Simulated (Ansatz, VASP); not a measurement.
**One calculation of CdTe, two programs**

```
Cd Te
1.0
     4.23516    0.00000    0.00000
    -2.11758    3.66776    0.00000
     0.00000    0.00000   10.88349
Cd Te
2 2
Direct
  0.00000 0.00000 0.25000
  0.00000 0.00000 0.75000
  0.00000 0.00000 0.00000
  0.00000 0.00000 0.50000
```

Alike in both runs: functional PBE; k mesh 6 × 6 × 2; occupations gaussian, width 0.1 eV; no spin polarisation.

Ansatz relaxed the structure, and its values are those at the end. VASP's run is a single point on that final structure, the one shown.

|  | VASP | Ansatz |
| --- | --- | --- |
| version | VASP 6.6.1 | Ansatz 0.2.0 |
| potentials or method | VASP PAW PBE potentials, release 64 (Cd, Te), cutoff 520 eV | scalar-relativistic, plane waves, PAW |
| valence electrons in the cell | 36 | 72 |

|  | VASP | Ansatz | Ansatz less VASP |
| --- | --- | --- | --- |
| gap on the k mesh at the Fermi level (eV) | none | none | - |
| pressure (GPa) | 0.1 | 0.0 | -0.09 |

A gap of «none» marks a metal or a gap that the smearing closes. VASP's potentials hold 36 valence electrons a cell and Ansatz's 72, so a difference there can come from the potentials and not from the codes.

Neither program's run includes spin-orbit coupling.
